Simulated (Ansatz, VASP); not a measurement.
Two plane-wave programs on AlNi

Contents of INCAR:

```
SYSTEM = AlNi
  ALGO = Normal
  EDIFF = 1E-7
  ENCUT = 520
  GGA = CA
  ISIF = 2
  ISMEAR = -1
  ISPIN = 2
  LASPH = .TRUE.
  LCHARG = .TRUE.
  LELF = .TRUE.
  LMAXMIX = 4
  LORBIT = 11
  LREAL = .FALSE.
  LVHAR = .TRUE.
  LWAVE = .FALSE.
  MAGMOM = 0 1
  NBANDS = 18
  NELM = 150
  PREC = Accurate
  SIGMA = 0.05
```

The input KPOINTS:

```
k-points
0
G
  10 10 9
  0 0 0
```

Contents of POSCAR:

```
AlNi
1.0
    1.9058284305     -1.9200786881      0.0000000000
    1.9058284305      1.9200786881      0.0000000000
    0.0000000000      0.0000000000      3.0468871376
Al Ni
1 1
Direct
    0.0000000000      0.0000000000      0.0000000000
    0.5000000000      0.5000000000      0.5000000000
```

Input for Ansatz:

```yaml
crystal:
  lattice:
    - [1.9058284305039495, -1.920078688114787, 0.0]
    - [1.9058284305039495, 1.920078688114787, 0.0]
    - [0.0, 0.0, 3.046887137607511]
  atoms:
    - { symbol: Al, position: [0.0, 0.0, 0.0] }
    - { symbol: Ni, position: [0.5, 0.5, 0.5], spin: 1.0 }
basis:
  ecutwfc: 435.382179935808
kpoints:
  mp_grid:
    grid: [10, 10, 9]
hamiltonian:
  xc: lda
  pseudopotentials:
    kind: paw
magnetization:
  spin_polarized: true
scf:
  occupations:
    method: fermi_dirac
    width: 0.05
```

Alike in both runs: task single point; functional LDA; k mesh 10 × 10 × 9; occupations fermi-dirac, width 0.05 eV; collinear spin.

|  | VASP | Ansatz |
| --- | --- | --- |
| version | VASP 6.6.1 | Ansatz 0.2.0 |
| potentials or method | VASP PAW LDA potentials, release 64 (Al, Ni), cutoff 520 eV | plane waves, PAW |
| valence electrons in the cell | 13 | 21 |

|  | VASP | Ansatz | Ansatz less VASP |
| --- | --- | --- | --- |
| net moment per atom (μB) | 0.00 | 0.00 | 0.000 |

LDA's correlation is that of Perdew and Zunger in VASP and of Perdew and Wang (1992) in Ansatz. VASP's potentials hold 13 valence electrons a cell and Ansatz's 21, so a difference there can come from the potentials and not from the codes. Ansatz's warnings: seeded moment not kept.
